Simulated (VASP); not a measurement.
# MoS2: single point with PBE

Crystal: MoS2.

```
Mo S
1.0
     0.00000    3.01579    3.01579
     3.01579    0.00000    3.01579
     3.01579    3.01579    0.00000
Mo S
1 2
Direct
  0.00000 0.00000 0.00000
  0.25000 0.25000 0.25000
  0.75000 0.75000 0.75000
```

This cell differs from its parent crystal: volume scaled by 1.02.

```
Program                : VASP 6.6.1
Task                   : single point
Functional             : PBE
Potentials or basis    : VASP PAW PBE potentials, release 64 (Mo_sv, S)
Cutoff                 : 520 eV
k mesh                 : 8 × 8 × 8
Occupations            : fermi-dirac, width 0.05 eV
Spin                   : no spin polarisation
Dipole correction      : no
Further INCAR settings : ALGO = Normal; EDIFF = 1e-06; NBANDS = 20
```

```yaml
Pressure: -9.0 GPa
Band_gap_on_the_k_mesh: zero (band 13 reaches 7.67 eV, above the bottom of band 14 at 6.73 eV)
```

Levels at points of the mesh, in eV from the Fermi level:
```tsv
k point	band 10	band 11	band 12	band 13	band 14	band 15	band 16	band 17
(0.00, 0.00, 0.00)	-0.79	-0.79	-0.55	-0.55	-0.55	3.71	3.71	3.71
(0.50, 0.00, 0.00)	-2.86	-2.75	-2.75	-0.39	-0.39	1.26	3.49	3.49
(0.50, 0.50, 0.00)	-2.31	-2.31	-0.55	0.06	0.76	1.34	3.08	3.08
```

It took 18 s on 1 thread of Intel(R) Xeon(R) Platinum 8375C CPU @ 2.90GHz (Ice Lake) (shared host), peak memory 0.18 GiB.
